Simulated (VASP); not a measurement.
Runs of VASP 6.6.1 on Zn3O. The structure is that of space group Pm-3m (No. 221), or close to it. The cells are those of the table. 

```tsv
task	cell	k mesh	cutoff (eV)	gap on the mesh (eV)	pressure (GPa)	relaxed volume (Å³/atom)
relaxation of cell and atoms	relaxed from a = 3.650 Å, 4 atoms	6 × 6 × 6	600	none	0.0	13.47
single point	a = 3.768 Å, 4 atoms	12 × 12 × 12	520	none	0.2	-
single point	a = 3.775 Å, 4 atoms	6 × 6 × 6	520	none	0.2	-
relaxation of cell and atoms	relaxed from a = 3.775 Å, 4 atoms	12 × 12 × 12	600	none	0.0	(a)
single point	a = 3.650 Å, 4 atoms	6 × 6 × 6	520	none	11.6	-
```

Alike in all rows: level PBE; potentials or basis VASP PAW PBE potentials, release 64 (Zn, O); no spin polarisation; smearing gaussian 0.1 eV.

Q: Fill in the values left out.

A: (a) 13.39.

Caveats: the cell stands under pressure (at least some runs).

A gap of «none» marks levels without a gap at the run's occupations.
